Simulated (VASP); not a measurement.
Runs of VASP 6.6.1 on Fe. The structure is hexagonal, space group P6_3/mmc (No. 194). Conventional cell: a = 2.347 Å, b = 2.347 Å, c = 3.797 Å, α = 90.00°, β = 90.00°, γ = 120.00°. Fe (site symmetry -6m2) has 12 Fe at 2.33 to 2.35 Å within 3.1 Å. This isn't the form of Fe at room conditions, which is bcc.

```tsv
spin	fixed moment (μB)	pressure (GPa)	moment (μB)
collinear, ferromagnetic start	1.5	37.7	1.50
collinear, zero start	0.0	(a)	0.00
collinear, ferromagnetic start	1.0	34.1	1.00
collinear, ferromagnetic start	0.7	(b)	0.70
collinear, ferromagnetic start	2.8	52.5	2.80
collinear, ferromagnetic start	0.4	31.4	0.40
collinear, ferromagnetic start	2.0	42.5	2.00
collinear	0.2	(c)	0.20
```

Alike in all rows: task single point; level PBEsol; potentials or basis VASP PAW PBE potentials, release 64 (Fe); cell as given; k mesh 14 × 14 × 8; cutoff (eV) 520; smearing fermi-dirac 0.1 eV.

Q: Estimate the missing entries.

A: (a) 31.0; (b) 32.5; (c) 31.2.

Caveats: the cell stands under pressure; the PAW data sets were made with another functional, which shifts forces and pressure a little; the total moment is fixed, so each spin has its own Fermi level.
